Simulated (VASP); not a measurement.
Runs of VASP 6.6.1 on Ir. The structure is that of space group Fm-3m (No. 225), or close to it. The cells are those of the table. 

```tsv
task	cell	k mesh	cutoff (eV)	gap on the mesh (eV)	pressure (GPa)
relaxation of cell and atoms	relaxed from a = 2.741 Å, angles 60.0°, 1 atom	18 × 18 × 18	600	none	0.0
single point	a = 2.741 Å, angles 60.0°, 1 atom	8 × 8 × 8	500	none	0.4
single point	a = 2.737 Å, angles 60.0, 60.0, 90.0°, 1 atom	13 × 13 × 18	520	none	0.5
single point	a = 2.737 Å, angles 60.0°, 1 atom	18 × 18 × 18	520	none	0.5
single point	a = 2.715 Å, angles 60.0°, 1 atom	8 × 8 × 8	500	none	(a)
```

Alike in all rows: level PBE; potentials or basis VASP PAW PBE potentials, release 64 (Ir); no spin polarisation; smearing gaussian 0.1 eV.

**Question.** Estimate the missing entries.

**Answer.** (a) 10.8.

Caveats: spin-orbit coupling is left out, which moves the levels of the heavy elements.

A k mesh can miss the band edges, and the runs leave out spin-orbit coupling on Ir.

A gap of «none» marks levels without a gap at the run's occupations.
